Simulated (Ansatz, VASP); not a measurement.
One calculation of Ca, two programs

```
Ca
1.0
    -3.10174    3.10174    1.67770
     3.10174   -3.10174    1.67770
     3.10174    3.10174   -1.67770
Ca
2
Direct
  0.62500 0.87500 0.75000
  0.37500 0.12500 0.25000
```

Change from the starting cell: volume scaled by 0.75, LAPW.

Alike in both runs: task single point; functional PBE; k mesh 12 × 12 × 12; occupations fermi-dirac, width 0.05 eV; no spin polarisation.

|  | VASP | Ansatz |
| --- | --- | --- |
| version | VASP 6.6.1 | Ansatz 0.2.0 |
| potentials or method | VASP PAW PBE potentials, release 64 (Ca_sv), cutoff 520 eV | all-electron LAPW, scalar-relativistic |

|  | VASP | Ansatz | Ansatz less VASP |
| --- | --- | --- | --- |
| pressure (GPa) | 5.6 | 5.6 | -0.03 |

Ansatz ran all-electron here, and VASP with PAW potentials.
